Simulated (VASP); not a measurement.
# Si (Fd-3m) in VASP: further runs

The runs below take Si through single point, relaxation of cell and atoms, with PBE.

Program: VASP 6.6.1. These are calculated values, not measurements. Logs are shortened: lines on timing, memory, paths and dates and some standing lists are left out, and cuts for length are marked.

## Step 1: The cell of the first run

The structure is cubic, space group Fd-3m (No. 227). Conventional cell: a = 5.470 Å, b = 5.470 Å, c = 5.470 Å, α = 90.00°, β = 90.00°, γ = 90.00°. Si (site symmetry -43m) has 4 Si at 2.37 Å within 3.1 Å.

## Step 2: Single point, PBE

INCAR reads:

```
PREC = Accurate
ENCUT = 500
EDIFF = 1E-6
ISMEAR = 0
SIGMA = 0.02
LREAL = False
LASPH = True
NELM = 120
ALGO = Normal
ISIF = 2
LWAVE = False
LCHARG = False
GGA = PE
NBANDS = 11
GGA_COMPAT = False
```

KPOINTS reads:

```
Automatic mesh
0
Gamma
  10 10 10
```

POSCAR reads:

```
Si
1.0
    0.0000000000      2.7349947614      2.7349947614
    2.7349947614      0.0000000000      2.7349947614
    2.7349947614      2.7349947614      0.0000000000
Si
2
Direct
    0.7500000000      0.7500000000      0.7500000000
    0.5000000000      0.5000000000      0.5000000000
```

Potentials or basis: VASP PAW PBE potentials, release 64 (Si).

The run is started by

```bash
$ cat potpaw_PBE.64/Si/POTCAR > POTCAR
$ mpirun -np 1 vasp_std > vasp.out
```

OUTCAR:

```text
PREC = Accurate
   ENCUT = 500
   EDIFF = 1E-6
   ISMEAR = 0
   LREAL = False
   LASPH = True
   NELM = 120
   ISIF = 2
   GGA = PE

 ion  position               nearest neighbor table
   1  0.750  0.750  0.750-   2 2.37   2 2.37   2 2.37   2 2.37
   2  0.500  0.500  0.500-   1 2.37   1 2.37   1 2.37   1 2.37

  LATTYP: Found a face centered cubic cell.
 ALAT       =     5.4699895228

  Lattice vectors:

 A1 = (   0.0000000000,   2.7349947614,   2.7349947614)
 A2 = (   2.7349947614,   0.0000000000,   2.7349947614)
 A3 = (   2.7349947614,   2.7349947614,   0.0000000000)

Analysis of symmetry for initial positions (statically):
=====================================================================
 Subroutine PRICEL returns:
 Original cell was already a primitive cell.

 Routine SETGRP: Setting up the symmetry group for a
 face centered cubic supercell.

 Subroutine GETGRP returns: Found 48 space group operations
 (whereof 24 operations were pure point group operations)
 out of a pool of 48 trial point group operations.

The static configuration has the point symmetry T_d .
 The point group associated with its full space group is O_h .

Analysis of symmetry for dynamics (positions and initial velocities):
=====================================================================
 Subroutine PRICEL returns:
 Original cell was already a primitive cell.

 Routine SETGRP: Setting up the symmetry group for a
 face centered cubic supercell.

 Subroutine GETGRP returns: Found 48 space group operations
 (whereof 24 operations were pure point group operations)
 out of a pool of 48 trial point group operations.

The dynamic configuration has the point symmetry T_d .
 The point group associated with its full space group is O_h .

 Subroutine INISYM returns: Found 48 space group operations
 (whereof 24 operations are pure point group operations),
 and found     1 'primitive' translations

----------------------------------------------------------------------------------------

                                     Primitive cell

  volume of cell :      40.9166

  direct lattice vectors                    reciprocal lattice vectors
     0.000000000  2.734994761  2.734994761    -0.182815707  0.182815707  0.182815707
     2.734994761  0.000000000  2.734994761     0.182815707 -0.182815707  0.182815707
     2.734994761  2.734994761  0.000000000     0.182815707  0.182815707 -0.182815707

  length of vectors
     3.867866685  3.867866685  3.867866685     0.316646092  0.316646092  0.316646092

  position of ions in fractional coordinates (direct lattice)
     0.750000000  0.750000000  0.750000000
     0.500000000  0.500000000  0.500000000

  ion indices of the primitive-cell ions
   primitive index   ion index
                 1           1
                 2           2

----------------------------------------------------------------------------------------

 KPOINTS: Automatic mesh

Automatic generation of k-mesh.
 Grid dimensions read from file:
 generate k-points for:   10   10   10

 Generating k-lattice:

  Cartesian coordinates                     Fractional coordinates (reciprocal lattice)
    -0.018281571  0.018281571  0.018281571     0.100000000  0.000000000  0.000000000
     0.018281571 -0.018281571  0.018281571     0.000000000  0.100000000  0.000000000
     0.018281571  0.018281571 -0.018281571     0.000000000  0.000000000  0.100000000

  Length of vectors
     0.031664609  0.031664609  0.031664609

  Shift w.r.t. Gamma in fractional coordinates (k-lattice)
     0.000000000  0.000000000  0.000000000

 Subroutine IBZKPT returns following result:
 ===========================================

 Found     47 irreducible k-points:

 Following reciprocal coordinates:
            Coordinates               Weight
  0.000000  0.000000  0.000000      1.000000
  0.100000  0.000000  0.000000      8.000000
  0.200000  0.000000  0.000000      8.000000
  0.300000  0.000000  0.000000      8.000000
  0.400000  0.000000  0.000000      8.000000
  0.500000  0.000000  0.000000      4.000000
[... 16 lines left out ...]
  0.300000  0.300000  0.000000      6.000000
  0.400000  0.300000  0.000000     24.000000
 [... further k-points ...]
   k-points           NKPTS =     47   k-points in BZ     NKDIM =     47   number of bands    NBANDS=     11
   number of dos      NEDOS =    301   number of ions     NIONS =      2
   total plane-waves  NPLWV =  21952
   dimension x,y,z NGX =    28 NGY =   28 NGZ =   28
   dimension x,y,z NGXF=    56 NGYF=   56 NGZF=   56
   ions per type =               2
   NGX,Y,Z   is equivalent  to a cutoff of  12.03, 12.03, 12.03 a.u.
   NGXF,Y,Z  is equivalent  to a cutoff of  24.07, 24.07, 24.07 a.u.
 SYSTEM =  unknown system
   PREC   = accura    normal or accurate (medium, high low for compatibility)
   ISTART =      0    job   : 0-new  1-cont  2-samecut
   ICHARG =      2    charge: 1-file 2-atom 10-const
   ISPIN  =      1    spin polarized calculation?
   LNONCOLLINEAR =      F non collinear calculations
   LSORBIT =      F    spin-orbit coupling
   LASPH  =      T    aspherical Exc in radial PAW
   ENCUT  =  500.0 eV  36.75 Ry    6.06 a.u.   7.05  7.05  7.05*2*pi/ulx,y,z
   NELM   =    120;   NELMIN=  2; NELMDL= -5     # of ELM steps
   EDIFF  = 0.1E-05   stopping-criterion for ELM
   LREAL  =      F    real-space projection
   EDIFFG = 0.1E-04   stopping-criterion for IOM
   NSW    =      0    number of steps for IOM
   IBRION =     -1    ionic relax: 0-MD 1-quasi-New 2-CG
   NFREE  =      0    steps in history (QN), initial steepest desc. (CG)
   ISIF   =      2    stress and relaxation
   ISYM   =      2    0-nonsym 1-usesym 2-fastsym
   POTIM  = 0.5000    time-step for ionic-motion
   TEBEG  =    0.0;   TEEND  =   0.0 temperature during run
   PSTRESS=    0.0 pullay stress
   NELECT =       8.0000    total number of electrons
   NUPDOWN=      -1.0000    fix difference up-down
   EMIN   =  10.00;   EMAX   =-10.00  energy-range for DOS
   EFERMI =   0.00;   METHOD = LEGACY
   ISMEAR =     0;   SIGMA  =   0.02  broadening in eV -4-tet -1-fermi 0-gaus
   EFERMI_NEDOS =   21; number of points for ismear=-14 and -15
   IALGO  =     38    algorithm
   IMIX   =      4    mixing-type and parameters
     AMIX     =   0.40;   BMIX     =  1.00
     AMIX_MAG =   1.60;   BMIX_MAG =  1.00
  volume/ion in A,a.u.               =      20.46       138.06
  Fermi-wavevector in a.u.,A,eV,Ry     =   0.950178  1.795576 12.283861  0.902838
  Thomas-Fermi vector in A             =   2.078530
   LORBIT       =      0    0 simple, 1 ext, 2 COOP (PROOUT), +10 PAW based schemes
   GGA     = PE    functional components
   LHFCALC =     F    Hartree Fock is set to
   AEXX    =    0.0000 exact exchange contribution
   IVDW    =     0    specifies the selected vdW correction
   LEPSILON=     F    determine dielectric tensor
   LRPA    =     F    only Hartree local field effects (RPA)
 non-spin polarized calculation
 Gauss-broadening in eV      SIGMA  =   0.02
  energy-cutoff  :      500.00
  volume of cell :       40.92
 maximum number of plane-waves:      1056
   NGX = 15   NGY = 15   NGZ = 15

 number of electron       8.0000000 magnetization

 Free energy of the ion-electron system (eV)
  ---------------------------------------------------
  ext. energy  EPLUGINS =         0.00000000
  ---------------------------------------------------
  free energy    TOTEN  =       -10.84918308 eV

  energy without entropy =      -10.84918308  energy(sigma->0) =      -10.84918308

 E-fermi :   5.7088     XC(G=0):  -9.3247

 val. band max:        5.6091062280   @ k =   0.0000   0.0000   0.0000
 cond. band min:       6.2281347607   @ k =   0.4000   0.4000   0.0000
 fundamental gap:      0.6190285326
 Fermi energy:         5.7088079337

 k-point     1 :       0.0000    0.0000    0.0000
  band No.  band energies     occupation
      1      -6.2009      2.00000
      2       5.6091      2.00000
      3       5.6091      2.00000
      4       5.6091      2.00000
      5       8.1658      0.00000
      6       8.1658      0.00000
      7       8.1658      0.00000
      8       8.7350      0.00000
      9      13.3180      0.00000
     10      13.3180      0.00000
     11      13.4836      0.00000

 k-point     2 :       0.1000    0.0000    0.0000
  band No.  band energies     occupation
      1      -6.0724      2.00000
      2       4.4671      2.00000
      3       5.4155      2.00000
      4       5.4155      2.00000
      5       8.1301      0.00000
      6       8.4514      0.00000
      7       8.4514      0.00000
      8       9.7070      0.00000
      9      12.9685      0.00000
     10      12.9685      0.00000
     11      14.0130      0.00000

 k-point     3 :       0.2000    0.0000    0.0000
  band No.  band energies     occupation
      1      -5.6932      2.00000
      2       2.6280      2.00000
      3       5.0420      2.00000
      4       5.0420      2.00000
      5       7.7593      0.00000
      6       8.9530      0.00000
      7       8.9530      0.00000
      8      11.4818      0.00000
      9      12.6579      0.00000
     10      12.6579      0.00000
     11      14.6824      0.00000

 k-point     4 :       0.3000    0.0000    0.0000
  band No.  band energies     occupation
      1      -5.0902      2.00000
      2       0.8709      2.00000
      3       4.7120      2.00000
      4       4.7120      2.00000
      5       7.3956      0.00000
      6       9.1339      0.00000
      7       9.1339      0.00000
      8      13.1048      0.00000
      9      13.1829      0.00000
     10      13.1829      0.00000
     11      14.4288      0.00000
[... 239 lines left out ...]
 k-point    22 :      -0.2000    0.2000    0.0000
  band No.  band energies     occupation
      1      -4.8781      2.00000
      2       1.1634      2.00000
      3       2.6780      2.00000
      4       4.7786      2.00000
      5       8.4585      0.00000
      6       9.5738      0.00000
      7       9.8772      0.00000
      8      11.2631      0.00000
      9      11.7413      0.00000
     10      16.2075      0.00000
     11      16.2274      0.00000

 k-point    23 :       0.3000    0.3000    0.0000
  band No.  band energies     occupation
      1      -4.6804      2.00000
      2       1.2053      2.00000
      3       3.4284      2.00000
      4       3.4284      2.00000
      5       6.4995      0.00000
      6       8.0461      0.00000
      7      12.1777      0.00000
      8      12.1777      0.00000
      9      14.5094      0.00000
     10      15.0313      0.00000
     11      17.9219      0.00000

 k-point    24 :       0.4000    0.3000    0.0000
  band No.  band energies     occupation
      1      -4.0795      2.00000
      2       0.2173      2.00000
      3       2.8177      2.00000
      4       3.2270      2.00000
      5       6.6869      0.00000
      6       7.8755      0.00000
      7      12.4610      0.00000
      8      12.6024      0.00000
      9      16.0163      0.00000
     10      16.1427      0.00000
     11      17.6254      0.00000

 [... further k-points ...]
[... 5 lines left out ...]
  --------------------------------------------------------------------------------------
  -------------------------------------------------------------------------------------
  Total       -0.0165927     -0.0165927     -0.0165927      0.0000000      0.0000000     -0.0000000
  in kB       -0.6497222     -0.6497222     -0.6497222      0.0000000      0.0000000     -0.0000000
  external PRESSURE =      -0.6497222 kB  Pullay stress =       0.0000000 kB

 VOLUME and BASIS-vectors are now :
 -----------------------------------------------------------------------------
  energy-cutoff  :      500.00
  volume of cell :       40.92
      direct lattice vectors                 reciprocal lattice vectors
     0.000000000  2.734994761  2.734994761    -0.182815707  0.182815707  0.182815707
     2.734994761  0.000000000  2.734994761     0.182815707 -0.182815707  0.182815707
     2.734994761  2.734994761  0.000000000     0.182815707  0.182815707 -0.182815707

 POSITION                                       TOTAL-FORCE (eV/Angst)
 -----------------------------------------------------------------------------------
      4.10249      4.10249      4.10249        -0.000000     -0.000000     -0.000000
      2.73499      2.73499      2.73499         0.000000      0.000000      0.000000
 -----------------------------------------------------------------------------------
    total drift:                                0.000000      0.000000     -0.000000

  FREE ENERGIE OF THE ION-ELECTRON SYSTEM (eV)
  ---------------------------------------------------
  free  energy   TOTEN  =       -10.8491830837 eV

  energy  without entropy=      -10.8491830837  energy(sigma->0) =      -10.84918308
```

It took 19 s on 1 thread of Intel Xeon Platinum 8259CL at 2.50GHz (Skylake/Cascade Lake), shared host; peak memory 0.15 GiB.

Results:

```yaml
Free_energy: -10.8492 eV
Pressure: -0.1 GPa
Band_gap_on_the_k_mesh: 0.62 eV (least direct gap 2.56 eV)
```

## Step 3: Relaxation of cell and atoms, PBE

This run uses another cell than the first one, of 20.16 Å³/atom.

INCAR reads:

```
PREC = Accurate ; ENCUT = 500
EDIFF = 1E-7 ; ISMEAR = 0
SIGMA = 0.02 ; LREAL = False
LASPH = True ; NELM = 120
ALGO = Normal ; ISIF = 3
LWAVE = False ; LCHARG = False
GGA = PE ; IBRION = 2
NSW = 100 ; EDIFFG = -0.005
GGA_COMPAT = False ; NELMIN = 4
```

KPOINTS is that of step 2.

POSCAR reads:

```
Si
1.0
    0.0000000000      2.7218511900      2.7218511900
    2.7218511900      0.0000000000      2.7218511900
    2.7218511900      2.7218511900      0.0000000000
Si
2
Direct
    0.7500000000      0.7500000000      0.7500000000
    0.5000000000      0.5000000000      0.5000000000
```

Potentials or basis: VASP PAW PBE potentials, release 64 (Si).

The run is started by

```bash
$ cat potpaw_PBE.64/Si/POTCAR > POTCAR
$ mpirun -np 1 vasp_std > vasp.out
```

Run time: 28 s. Hardware: 1 thread of Intel Xeon Platinum 8259CL at 2.50GHz (Skylake/Cascade Lake), shared host; peak memory 0.15 GiB.

The run converged. Its results:

| Item | Value |
| --- | --- |
| Free energy | -10.8491 eV |
| Relaxed volume | 20.44 Å³/atom |
| Relaxed cell | a = 3.867 Å, b = 3.867 Å, c = 3.867 Å, α = 60.00°, β = 60.00°, γ = 60.00° |
| Space group after relaxing (to 0.1 Å) | Fd-3m (No. 227) |
| Energy gained by relaxing | 1.1 meV/atom |
| Ionic steps | 3 |
| Pressure after relaxing | 0.0 GPa |
| Band gap on the k mesh | 0.62 eV (least direct gap 2.56 eV) |

The path:
```tsv
step	energy change (eV)	largest force (eV/Å)	pressure (GPa)	volume (Å³)
1	0.0000	0.0000	1.25	40.33
2	-0.0012	0.0000	-0.79	41.26
3	-0.0021	0.0000	0.01	40.88
```

Final structure:
```
Si
1.0
     0.00000    2.73422    2.73422
     2.73422    0.00000    2.73422
     2.73422    2.73422    0.00000
Si
2
Direct
  0.75000 0.75000 0.75000
  0.50000 0.50000 0.50000
```

Levels at points of the mesh, in eV from the valence-band top:
```
           k point  band 1  band 2  band 3  band 4  band 5  band 6  band 7  band 8
(0.00, 0.00, 0.00)  -11.82    0.00    0.00    0.00    2.56    2.56    2.56    3.14
(0.50, 0.00, 0.00)   -9.54   -6.87   -1.18   -1.18    1.47    3.35    3.35    7.70
(0.50, 0.50, 0.00)   -7.75   -7.75   -2.79   -2.79    0.75    0.75    9.94    9.94
```

A k mesh can miss the band edges.
